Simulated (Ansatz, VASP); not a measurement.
ZnS in VASP and in Ansatz

Contents of INCAR:

```
SYSTEM = ZnS
ALGO = Normal
EDIFF = 1E-6
ENCUT = 520
GGA = PE
ISIF = 2
ISMEAR = 0
LASPH = .True.
LCHARG = .False.
LREAL = .False.
LWAVE = .False.
NBANDS = 26
NELM = 100
PREC = Accurate
SIGMA = 0.05
```

The input KPOINTS:

```
k-points
0
Gamma
  12 12 6
  0 0 0
```

Contents of POSCAR:

```
ZnS
1.0
    3.8872187572      0.0000000000      0.0000000000
   -1.9436093786      3.3004217586      0.0000000000
    0.0000000000      0.0000000000      6.2340000000
Zn S
2 2
Direct
    0.3333333333      0.6666666667      0.0000000000
    0.6666666667      0.3333333333      0.5000000000
    0.3333333333      0.6666666667      0.3850000000
    0.6666666667      0.3333333333      0.8850000000
```

Input for Ansatz:

```yaml
crystal:
  lattice:
    - [3.8872187572, 0.0, 0.0]
    - [-1.9436093786, 3.3004217586, 0.0]
    - [0.0, 0.0, 6.234]
  atoms:
    - { symbol: Zn, position: [0.3333333333, 0.6666666667, 0.0] }
    - { symbol: Zn, position: [0.6666666667, 0.3333333333, 0.5] }
    - { symbol: S, position: [0.3333333333, 0.6666666667, 0.385] }
    - { symbol: S, position: [0.6666666667, 0.3333333333, 0.885] }
basis:
  ecutwfc: 420
kpoints:
  mp_grid: { grid: [12, 12, 6] }
hamiltonian:
  xc: pbe
scf:
  occupations: { method: gaussian, width: 0.05 }
output:
  forces: true
  stress: true
  eigenvalues: true
  write_density: true
  write_potential: true
  elf: true
  volumetric_format: npy
```

Change from the starting cell: strain +0.0200 x Voigt [1, 0, 0, 0, 0, 0], atoms carried along.

Alike in both runs: task single point; functional PBE; k mesh 12 × 12 × 6; occupations gaussian, width 0.05 eV; no spin polarisation.

|  | VASP | Ansatz |
| --- | --- | --- |
| version | VASP 6.6.1 | Ansatz 0.2.0 |
| potentials or method | VASP PAW PBE potentials, release 64 (Zn, S), cutoff 520 eV | scalar-relativistic, plane waves, PAW |
| valence electrons in the cell | 36 | 36 |

Ansatz gave:

| Item | Value |
| --- | --- |
| gap on the k mesh at the Fermi level (eV) | 2.13 |
| least direct gap on the mesh (eV) | 2.13 |
| pressure (GPa) | 0.8 |
| traceless stress, the component that is largest in VASP (GPa) | 1.29 |
| rms of the force components (eV/Å) | 0.162 |

Question: Which values does VASP return?

Answer: gap on the k mesh at the Fermi level (eV): 2.14; least direct gap on the mesh (eV): 2.14; pressure (GPa): 0.9; traceless stress, the component that is largest in VASP (GPa): 1.30; rms of the force components (eV/Å): 0.163.

Atom by atom the forces differ by 0.002 eV/Å (rms over components).
